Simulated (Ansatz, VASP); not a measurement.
# ZnS: VASP beside Ansatz

```
Zn S
1.0
     3.73256    0.00000    0.00000
    -1.86628    3.29846    0.00000
     0.00000    0.00000   12.46647
Zn S
4 4
Direct
  0.00000 0.00000 0.00011
  0.00000 0.00000 0.50011
  0.33333 0.66667 0.25007
  0.66667 0.33333 0.75007
  0.00000 0.00000 0.18724
  0.00000 0.00000 0.68724
  0.33333 0.66667 0.43758
  0.66667 0.33333 0.93758
```

Change from the starting cell: strain -0.0200 x Voigt [1, 0, 0, 0, 0, 0], atoms carried along.

Alike in both runs: task single point; functional r2SCAN; k mesh 6 × 6 × 2; occupations gaussian, width 0.05 eV; no spin polarisation.

|  | VASP | Ansatz |
| --- | --- | --- |
| version | VASP 6.6.1 | Ansatz 0.2.0 |
| potentials or method | VASP PAW PBE potentials, release 64 (Zn, S), cutoff 520 eV | scalar-relativistic, plane waves, PAW |
| valence electrons in the cell | 72 | 72 |

Ansatz gave:

```
gap on the k mesh at the Fermi level (eV)                     : 2.77
least direct gap on the mesh (eV)                             : 2.77
pressure (GPa)                                                : 1.7
traceless stress, the component that is largest in VASP (GPa) : 1.75
rms of the force components (eV/Å)                            : 0.081
```

Q: Which values does VASP return?

A: gap on the k mesh at the Fermi level (eV): 2.78; least direct gap on the mesh (eV): 2.78; pressure (GPa): 1.7; traceless stress, the component that is largest in VASP (GPa): 1.75; rms of the force components (eV/Å): 0.082.

VASP's potentials were made for PBE, not for r2SCAN. Atom by atom the forces differ by 0.007 eV/Å (rms over components).
